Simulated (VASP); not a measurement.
Write the native input for VASP 6.6.1 that does the following.

```
Task                   : relaxation of cell and atoms
Functional             : PBE
Potentials or basis    : VASP PAW PBE potentials, release 64 (Ca_sv, F)
Cutoff                 : 600 eV
k mesh                 : 12 × 12 × 8
Occupations            : gaussian, width 0.1 eV
Spin                   : no spin polarisation
Dipole correction      : no
Further INCAR settings : ALGO = Normal; EDIFF = 1e-06; IBRION = 2; EDIFFG = -0.01; NSW = 100; ISIF = 3
```

The structure of CaF lies in POSCAR:

```
CaF
1.0
    3.9489426262      0.0000000000      0.0000000000
   -1.9744713130      3.4198846323      0.0000000000
    0.0000000000      0.0000000000      6.3240954355
Ca F
2 2
Direct
    0.3333333333      0.6666666667      0.0000000000
    0.6666666667      0.3333333333      0.5000000000
    0.3333333333      0.6666666667      0.3821000000
    0.6666666667      0.3333333333      0.8821000000
```

These files were run (other wordings do the same):

INCAR

```
SYSTEM = CaF
ALGO = Normal ; EDIFF = 1E-6
EDIFFG = -0.01 ; ENCUT = 600
GGA = PE ; IBRION = 2
ISIF = 3 ; ISMEAR = 0
LASPH = .True. ; LCHARG = .False.
LREAL = .False. ; LWAVE = .False.
NELM = 100 ; NSW = 100
PREC = Accurate ; SIGMA = 0.1
```

KPOINTS

```
k-points
0
Gamma
  12 12 8
  0 0 0
```

Potentials or basis: VASP PAW PBE potentials, release 64 (Ca_sv, F).

Run with:

```sh
$ cat potpaw_PBE.64/Ca_sv/POTCAR potpaw_PBE.64/F/POTCAR > POTCAR
$ mpirun -np 1 vasp_std > vasp.out
```

It gave:

| Quantity | Value |
| --- | --- |
| Relaxed volume | 21.98 Å³/atom |
| Relaxed cell | a = 3.991 Å, b = 3.991 Å, c = 6.374 Å, α = 90.00°, β = 90.00°, γ = 120.00° |
| Space group after relaxing (to 0.05 Å) | P6_3mc (No. 186) |
| Energy gained by relaxing | 2.3 meV/atom |
| Ionic steps | 3 |
| Pressure after relaxing | 0.0 GPa |
| Band gap on the k mesh | zero (band 17 reaches 3.86 eV, above the bottom of band 18 at 2.33 eV) |

It took 8.1 min on 1 thread of Intel(R) Xeon(R) Platinum 8375C CPU @ 2.90GHz (Ice Lake), with other jobs on the host, peak memory 0.36 GiB.
